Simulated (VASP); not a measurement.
Write the native input for VASP 6.6.1 that does the following.

| Property | Result |
| --- | --- |
| Task | single point |
| Functional | PBE |
| Potentials or basis | VASP PAW PBE potentials, release 64 (Hg, Te) |
| Cutoff | 500 eV |
| k mesh | 12 × 12 × 8 |
| Occupations | gaussian, width 0.1 eV |
| Spin | no spin polarisation |
| Dipole correction | no |
| Further INCAR settings | ALGO = Normal; EDIFF = 1e-06; NBANDS = 26 |

The structure of HgTe lies in POSCAR:

```
HgTe
1.0
    3.3262218529      3.3262218529      0.0000000000
   -3.3262218529      3.3262218529      0.0000000000
    0.0000000000      0.0000000000      6.6524437058
Hg Te
2 2
Direct
    0.0000000000      0.0000000000      0.0000000000
    0.5000000000      0.5000000000      0.5000000000
    0.5000000000      0.0000000000      0.7500000000
    0.0000000000      0.5000000000      0.2500000000
```

One way to write it, as run:

INCAR

```
SYSTEM = HgTe
PREC = Accurate
ENCUT = 500
EDIFF = 1E-6
ISMEAR = 0
SIGMA = 0.1
LREAL = .False.
LASPH = .True.
NELM = 120
ALGO = Normal
ISIF = 2
LWAVE = .False.
LCHARG = .False.
GGA = PE
NBANDS = 26
GGA_COMPAT = .False.
```

KPOINTS

```
regular mesh
0
Gamma
  12 12 8
  0 0 0
```

Potentials or basis: VASP PAW PBE potentials, release 64 (Hg, Te).

Launch:

```bash
$ cat potpaw_PBE.64/Hg/POTCAR potpaw_PBE.64/Te/POTCAR > POTCAR
$ mpirun -np 1 vasp_std > vasp.out
```

Results of the run:

- Pressure: 0.0 GPa
- Band gap on the k mesh: zero (filled and empty bands touch)

Caveat: semilocal functionals underestimate gaps, and a narrow one can read as zero; spin-orbit coupling is left out, which moves the levels of the heavy elements.

Run time: 12 min on 1 thread of Oxide Virtual Turin-like Processor (shared host), peak memory 0.53 GiB.
